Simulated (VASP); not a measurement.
Write the native input for VASP 6.6.1 that does the following.

```yaml
Task: single point
Functional: PBE
Potentials_or_basis: VASP PAW PBE potentials, release 64 (B, P)
Cutoff: 520 eV
k_mesh: 6 × 6 × 6
Occupations: gaussian, width 0.1 eV
Spin: no spin polarisation
Dipole_correction: no
Further_INCAR_settings: ALGO = Normal; EDIFF = 1e-06; NBANDS = 17
```

The structure of BP3 lies in POSCAR:

```
BP3
1.0
   -1.5724413925      1.5724413925      5.4144270573
    1.5724413925     -1.5724413925      5.4144270573
    1.5724413925      1.5724413925     -5.4144270573
B P
1 3
Direct
    0.0000000000      0.0000000000      0.0000000000
    0.5000000000      0.5000000000      0.0000000000
    0.2500000000      0.7500000000      0.5000000000
    0.7500000000      0.2500000000      0.5000000000
```

One way to write it, as run:

INCAR

```
PREC = Accurate
ENCUT = 520
EDIFF = 1E-6
ISMEAR = 0
SIGMA = 0.1
LREAL = F
LASPH = T
NELM = 60
ALGO = Normal
ISIF = 2
LWAVE = F
LCHARG = F
GGA = PE
NBANDS = 17
```

KPOINTS

```
Automatic mesh
0
Gamma
  6 6 6
```

Potentials or basis: VASP PAW PBE potentials, release 64 (B, P).

Run with:

```sh
$ cat potpaw_PBE.64/B/POTCAR potpaw_PBE.64/P/POTCAR > POTCAR
$ mpirun -np 1 vasp_std > vasp.out
```

Results of the run:

```
Pressure               : -0.1 GPa
Band gap on the k mesh : zero (bands 9 and 10 overlap by 3.63 eV)
```

Wall time 100 s on 1 thread of Intel Xeon 8259CL (shared host), peak memory 0.3 GiB.
